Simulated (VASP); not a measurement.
A run of VASP 6.6.1 is set up as follows.

Contents of INCAR:

```
ALGO = Normal ; EDIFF = 1E-7
ENCUT = 520 ; GGA = PS
ISIF = 2 ; ISMEAR = 0
IVDW = 12 ; LASPH = T
LCHARG = F ; LREAL = F
LWAVE = F ; NBANDS = 8
NELM = 80 ; PREC = Accurate
SIGMA = 0.15
```

KPOINTS

```
k-points
0
Gamma
  12 12 12
```

The input POSCAR:

```
P
1.0
    4.1447177117      0.0000000000      0.0000000000
    0.0000000000      4.1447177117      0.0000000000
    0.0000000000      0.0000000000      4.3780000000
P
1
Direct
    0.0000000000      0.0000000000      0.0000000000
```

Potentials or basis: VASP PAW PBE potentials, release 64 (P).

The run is started by

```console
$ cat potpaw_PBE.64/P/POTCAR > POTCAR
$ mpirun -np 1 vasp_std > vasp.out
```

What does it give for the dispersion energy per atom?

-0.087 eV.

Estimate the band gap on the k mesh.

zero (an odd number of electrons rules out a gap without spin polarisation).

Predict the pressure.

-4.6 GPa.

Stress tensor (GPa, compression positive):
```
-4.97  0.00  0.00
 0.00 -4.97  0.00
 0.00  0.00 -3.96
```

Caveat: the cell differs from its parent crystal (strain -0.030 along x and y, +0.000 along z); the cell stands under tension; the nearest neighbours stand farther apart than a usual bond; the PAW data sets were made with another functional, which shifts forces and pressure a little; an odd number of electrons without spin polarisation forces a metal; a magnetic or distorted state may lie lower.
